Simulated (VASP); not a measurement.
MgGe2, 6 atoms in the cell. It takes space group C2/m (No. 12, monoclinic). Conventional cell: a = 11.043 Å, b = 3.700 Å, c = 6.815 Å, α = 90.00°, β = 118.17°, γ = 90.00°. Ge (site symmetry m) has 8 Ge at 2.70 to 3.74 Å and 5 Mg at 2.89 to 3.16 Å within 3.8 Å. Within 3.7 Å of Ge (site symmetry m) lie 9 Ge at 2.55 to 3.70 Å and 3 Mg at 2.89 to 2.94 Å. Within 3.8 Å of Mg (site symmetry m) lie 8 Ge at 2.89 to 3.16 Å and 5 Mg at 3.54 to 3.70 Å. 

```yaml
Program: VASP 6.6.1
Task: single point
Functional: PBEsol
Potentials_or_basis: VASP PAW PBE potentials, release 64 (Ge_d, Mg)
Cutoff: 520 eV
k_mesh: 8 × 8 × 4
Occupations: fermi-dirac, width 0.05 eV
Spin: no spin polarisation
Dipole_correction: no
k_mesh_for_the_DOS: 12 × 12 × 6
Occupations_for_the_DOS: tetrahedron
Further_INCAR_settings: ALGO = Normal; EDIFF = 1e-06; NBANDS = 39
```

Potentials or basis: VASP PAW PBE potentials, release 64 (Ge_d, Mg).

The run is started by

```console
$ cat potpaw_PBE.64/Ge_d/POTCAR potpaw_PBE.64/Mg/POTCAR > POTCAR
$ cp INCAR.step1 INCAR
$ cp KPOINTS.step1 KPOINTS
$ mpirun -np 1 vasp_std > vasp.out
$ cp INCAR.step2 INCAR
$ cp KPOINTS.step2 KPOINTS
$ mpirun -np 1 vasp_std > vasp.out
```

Hardware: 1 thread of AMD EPYC 9R45 96-Core Processor (Zen 5), on a shared host.

Task: Estimate the wall time of this run.

Result: It took 18 min on 1 thread of AMD EPYC 9R45 96-Core Processor (Zen 5), on a shared host, peak memory 0.97 GiB. Counts: k points 242.
